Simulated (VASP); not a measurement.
Crystal: Ge.

```
CELL_PARAMETERS angstrom
0.00000 2.77116 2.77116
2.77116 0.00000 2.77116
2.77116 2.77116 0.00000
ATOMIC_POSITIONS crystal
Ge 0.75000 0.75000 0.75000
Ge 0.50000 0.50000 0.50000
```

Base run:

```yaml
Program: VASP 6.6.1
Functional: SVWN5
Potentials_or_basis: VASP PAW PBE potentials, release 64 (Ge_d)
Cutoff: 520 eV
k_mesh: 8 × 8 × 8
Occupations: fermi-dirac, width 0.05 eV
Spin: no spin polarisation
```

Its results: band gap on the k mesh 0.24 eV, indirect (least direct gap 0.38 eV); pressure 3.4 GPa.

Task: After a change of settings the same cell gave: band gap on the k mesh 0.38 eV, indirect (least direct gap 0.61 eV); pressure 9.0 GPa. Which change was it?
A. functional from SVWN5 to PBE
B. functional from SVWN5 to r2SCAN; further incar settings from ALGO = Normal; EDIFF = 1e-07; NBANDS = 21 to ALGO = Normal; EDIFF = 1e-06; NBANDS = 21
C. functional from SVWN5 to r2SCAN; dispersion from none to rVV10
D. functional from SVWN5 to PBEsol; further incar settings from ALGO = Normal; EDIFF = 1e-07; NBANDS = 21 to ALGO = Normal; EDIFF = 1e-06; NBANDS = 21

Result: A.

PBE binds less tightly than SVWN5, so the same cell stands under more pressure.

Caveats: the PAW data sets were made with another functional, which shifts forces and pressure a little (some runs).
